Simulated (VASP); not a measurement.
# MoS2 (R3m) in VASP: a series of runs, part 3 of 3

VASP 6.6.1. The steps go on from the part before.

## 5. Single point, PBE (equal strain along all axes, cell held: +2.0 %, then relaxed in part)

INCAR reads:

```
SYSTEM = MoS2
PREC = Accurate ; ENCUT = 520
EDIFF = 1E-6 ; ISMEAR = 0
SIGMA = 0.02 ; LREAL = .False.
LASPH = .True. ; NELM = 60
ALGO = Normal ; ISIF = 2
LWAVE = .False. ; LCHARG = .True.
GGA = PE ; LELF = .True.
LVHAR = .True. ; NBANDS = 49
```

KPOINTS reads:

```
Automatic mesh
0
Gamma
  12 12 2
  0 0 0
```

POSCAR reads:

```
MoS2
1.0
    3.2488801858      0.0000000000      0.0000000000
   -1.6244400929      2.8136127748      0.0000000000
    0.0000000000      0.0000000000     22.7613049283
Mo S
3 6
Direct
    0.0000000000      0.0000000000      0.0002220960
    0.6666666667      0.3333333333      0.3335554293
    0.3333333333      0.6666666667      0.6668887626
    0.3333333333      0.6666666667      0.2658028802
    0.6666666667      0.3333333333      0.0679740239
    0.0000000000      0.0000000000      0.5991362135
    0.3333333333      0.6666666667      0.4013073572
    0.6666666667      0.3333333333      0.9324695468
    0.0000000000      0.0000000000      0.7346406905
```

Potentials or basis: VASP PAW PBE potentials, release 64 (Mo_sv, S).

Command:

```
$ cat potpaw_PBE.64/Mo_sv/POTCAR potpaw_PBE.64/S/POTCAR > POTCAR
$ mpirun -np 1 vasp_std > vasp.out
```

OUTCAR:

```text
SYSTEM = MoS2
   PREC = Accurate
   ENCUT = 520
   EDIFF = 1E-6
   ISMEAR = 0
   LREAL = .False.
   LASPH = .True.
   NELM = 60
   ISIF = 2
   GGA = PE

 ion  position               nearest neighbor table
   1  0.000  0.000  0.000-   5 2.43   5 2.43   5 2.43   8 2.43   8 2.43   8 2.43
   2  0.667  0.333  0.334-   7 2.43   7 2.43   7 2.43   4 2.43   4 2.43   4 2.43
   3  0.333  0.667  0.667-   9 2.43   9 2.43   9 2.43   6 2.43   6 2.43   6 2.43
   4  0.333  0.667  0.266-   2 2.43   2 2.43   2 2.43
   5  0.667  0.333  0.068-   1 2.43   1 2.43   1 2.43
   6  0.000  0.000  0.599-   3 2.43   3 2.43   3 2.43
   7  0.333  0.667  0.401-   2 2.43   2 2.43   2 2.43
   8  0.667  0.333  0.932-   1 2.43   1 2.43   1 2.43
   9  0.000  0.000  0.735-   3 2.43   3 2.43   3 2.43

  LATTYP: Found a hexagonal cell.
 ALAT       =     3.2488801858
 C/A-ratio  =     7.0058923773

  Lattice vectors:

 A1 = (   3.2488801858,   0.0000000000,   0.0000000000)
 A2 = (  -1.6244400929,   2.8136127748,   0.0000000000)
 A3 = (   0.0000000000,   0.0000000000,  22.7613049283)

Analysis of symmetry for initial positions (statically):
=====================================================================
 Subroutine PRICEL returns following result:

  LATTYP: Found a trigonal (rhomboedric) cell.
 ALAT       =     7.8155306184
 COS(alpha) =     0.9135986640

  Lattice vectors:

 A1 = (   1.6244400927,  -0.9378709248,  -7.5871016443)
 A2 = (  -1.6244400926,  -0.9378709251,  -7.5871016397)
 A3 = (  -0.0000000002,   1.8757418500,  -7.5871016443)

   3 primitive cells build up your supercell.

 Routine SETGRP: Setting up the symmetry group for a
 hexagonal supercell.

 Subroutine GETGRP returns: Found  6 space group operations
[... 150 lines left out ...]
     AMIX_MAG =   1.60;   BMIX_MAG =  1.00
  volume/ion in A,a.u.               =      23.12       156.01
  Fermi-wavevector in a.u.,A,eV,Ry     =   1.180433  2.230695 18.958655  1.393422
  Thomas-Fermi vector in A             =   2.316725
   LORBIT       =      0    0 simple, 1 ext, 2 COOP (PROOUT), +10 PAW based schemes
   GGA     = PE    functional components
   LHFCALC =     F    Hartree Fock is set to
   AEXX    =    0.0000 exact exchange contribution
   IVDW    =     0    specifies the selected vdW correction
   LEPSILON=     F    determine dielectric tensor
   LRPA    =     F    only Hartree local field effects (RPA)
 non-spin polarized calculation
 Gauss-broadening in eV      SIGMA  =   0.02
  energy-cutoff  :      520.00
  volume of cell :      208.06
 maximum number of plane-waves:      5682
   NGX = 13   NGY = 13   NGZ = 85

 number of electron      78.0000013 magnetization

 Free energy of the ion-electron system (eV)
  ---------------------------------------------------
  ext. energy  EPLUGINS =         0.00000000
  ---------------------------------------------------
  free energy    TOTEN  =       -65.46759093 eV

  energy without entropy =      -65.46759093  energy(sigma->0) =      -65.46759093

 E-fermi :   4.4044     XC(G=0):  -9.0787

 val. band max:        4.2875908086   @ k =   0.0000   0.0000   0.5000
 cond. band min:       5.3438945553   @ k =   0.3333   0.3333   0.0000
 fundamental gap:      1.0563037467
 Fermi energy:         4.4043962555

 k-point     1 :       0.0000    0.0000    0.0000
  band No.  band energies     occupation
      1     -56.9969      2.00000
      2     -56.9969      2.00000
      3     -56.9968      2.00000
      4     -31.0947      2.00000
      5     -31.0947      2.00000
      6     -31.0947      2.00000
[... 1237 lines left out ...]
     48       7.2799      0.00000
     49       7.8875      0.00000

 [... further k-points ...]

------------------------ aborting loop because EDIFF is reached ----------------------------------------

  FORCE on cell =-STRESS in cart. coord.  units (eV):
  Direction    XX          YY          ZZ          XY          YZ          ZX
  --------------------------------------------------------------------------------------
  -------------------------------------------------------------------------------------
  Total       -5.3153497     -5.3153497     -0.1828276      0.0000000      0.0000000      0.0000000
  in kB      -40.9305184    -40.9305184     -1.4078522      0.0000000      0.0000000      0.0000000
  external PRESSURE =     -27.7562963 kB  Pullay stress =       0.0000000 kB

 VOLUME and BASIS-vectors are now :
 -----------------------------------------------------------------------------
  energy-cutoff  :      520.00
  volume of cell :      208.06
      direct lattice vectors                 reciprocal lattice vectors
     3.248880186  0.000000000  0.000000000     0.307798362  0.177707467  0.000000000
    -1.624440093  2.813612775  0.000000000     0.000000000  0.355414934  0.000000000
     0.000000000  0.000000000 22.761304928     0.000000000  0.000000000  0.043934212

 POSITION                                       TOTAL-FORCE (eV/Angst)
 -----------------------------------------------------------------------------------
      0.00000      0.00000      0.00506        -0.000000      0.000000     -0.000131
      1.62444      0.93787      7.59216        -0.000000      0.000000     -0.000131
     -0.00000      1.87574     15.17926        -0.000000      0.000000     -0.000131
     -0.00000      1.87574      6.05002         0.000000     -0.000000      0.007749
      1.62444      0.93787      1.54718         0.000000     -0.000000     -0.007618
      0.00000      0.00000     13.63712        -0.000000      0.000000      0.007749
     -0.00000      1.87574      9.13428         0.000000     -0.000000     -0.007618
      1.62444      0.93787     21.22422        -0.000000     -0.000000      0.007749
      0.00000      0.00000     16.72138         0.000000     -0.000000     -0.007618
 -----------------------------------------------------------------------------------
    total drift:                                0.000000     -0.000000     -0.000274

  FREE ENERGIE OF THE ION-ELECTRON SYSTEM (eV)
  ---------------------------------------------------
  free  energy   TOTEN  =       -65.4675909269 eV

  energy  without entropy=      -65.4675909269  energy(sigma->0) =      -65.46759093
```

OSZICAR:

```text
N       E                     dE             d eps       ncg     rms          rms(c)
DAV:   1     0.683705293120E+03    0.68371E+03   -0.41316E+04  4156   0.146E+03
DAV:   2    -0.254671697024E+02   -0.70917E+03   -0.68580E+03  4477   0.375E+02
DAV:   3    -0.689888832592E+02   -0.43522E+02   -0.42728E+02  4655   0.824E+01
DAV:   4    -0.702746365091E+02   -0.12858E+01   -0.12778E+01  4695   0.136E+01
DAV:   5    -0.703143536371E+02   -0.39717E-01   -0.39678E-01  4788   0.235E+00    0.384E+01
DAV:   6    -0.667803470266E+02    0.35340E+01   -0.30767E+01  4048   0.253E+01    0.156E+01
DAV:   7    -0.660338735960E+02    0.74647E+00   -0.12182E+01  4190   0.164E+01    0.943E+00
DAV:   8    -0.654680473565E+02    0.56583E+00   -0.19837E+00  4490   0.694E+00    0.299E+00
DAV:   9    -0.654827219321E+02   -0.14675E-01   -0.20339E-01  4785   0.173E+00    0.147E+00
DAV:  10    -0.654682634711E+02    0.14458E-01   -0.74974E-02  4462   0.138E+00    0.494E-01
DAV:  11    -0.654677702342E+02    0.49324E-03   -0.41325E-03  4666   0.316E-01    0.209E-01
DAV:  12    -0.654675675045E+02    0.20273E-03   -0.86591E-04  4599   0.128E-01    0.671E-02
DAV:  13    -0.654675823831E+02   -0.14879E-04   -0.38284E-04  4476   0.790E-02    0.200E-02
DAV:  14    -0.654675887339E+02   -0.63508E-05   -0.22352E-05  4478   0.220E-02    0.929E-03
DAV:  15    -0.654675909695E+02   -0.22356E-05   -0.56917E-06  4032   0.110E-02    0.397E-03
DAV:  16    -0.654675909269E+02    0.42573E-07   -0.75782E-07  2965   0.479E-03
   1 F= -.65467591E+02 E0= -.65467591E+02  d E =-.602292E-19
```

Run time: 11 min. Hardware: 1 thread of Oxide Virtual Turin-like, shared host; peak memory 0.45 GiB.

What came out:

| Quantity | Value |
| --- | --- |
| Free energy | -65.4676 eV |
| Pressure | -2.8 GPa |
| Largest force | 0.008 eV/Å |
| Band gap on the k mesh | 1.06 eV |

Forces in eV/Å, atoms in the order of the input:
```
Mo   0.000  0.000  0.000
Mo   0.000  0.000  0.000
Mo   0.000  0.000  0.000
S    0.000  0.000  0.008
S    0.000  0.000 -0.008
S    0.000  0.000  0.008
S    0.000  0.000 -0.008
S    0.000  0.000  0.008
S    0.000  0.000 -0.008
```

Levels at points of the mesh, in eV from the valence-band top:
```tsv
k point	band 36	band 37	band 38	band 39	band 40	band 41	band 42	band 43
(0.00, 0.00, 0.00)	-1.67	-0.30	-0.06	-0.06	2.25	2.25	2.26	2.26
(0.50, 0.00, 0.00)	-1.50	-0.94	-0.94	-0.92	1.66	1.67	1.67	2.17
(0.00, 0.00, 0.50)	-1.80	-0.21	-0.21	0.00	2.26	2.26	2.26	2.26
(0.50, 0.00, 0.50)	-1.49	-0.95	-0.93	-0.93	1.66	1.66	1.67	2.17
```

Caveat: the cell differs from its parent crystal (equal strain along all axes, cell held: +2.0 %, then relaxed in part); this functional lacks dispersion, which binds layers or chains, so the pressure and a relaxed spacing across them are unreliable. A k mesh can miss the band edges.

## 6. Overview

```csv
cell,gap on the mesh (eV),pressure (GPa),largest force (eV/Å)
"a = 3.185, b = 3.185, c = 22.315 Å, angles 90.0, 90.0, 120.0°, 9 atoms, atomic positions A",1.46,-0.1,0.01
"a = 3.217, b = 3.217, c = 22.538 Å, angles 90.0, 90.0, 120.0°, 9 atoms, atomic positions B",1.25,-1.5,0.01
"a = 3.249, b = 3.249, c = 22.761 Å, angles 90.0, 90.0, 120.0°, 9 atoms, atomic positions C",1.06,-2.8,0.01
```

Alike in all rows: task single point; level PBE; potentials or basis VASP PAW PBE potentials, release 64 (Mo_sv, S); no spin polarisation; k mesh 12 × 12 × 2; cutoff (eV) 520; smearing gaussian 0.02 eV.

Caveats: this functional lacks dispersion, which binds layers or chains, so the pressure and a relaxed spacing across them are unreliable.

Absolute energies hang on the potentials; compare differences alone.
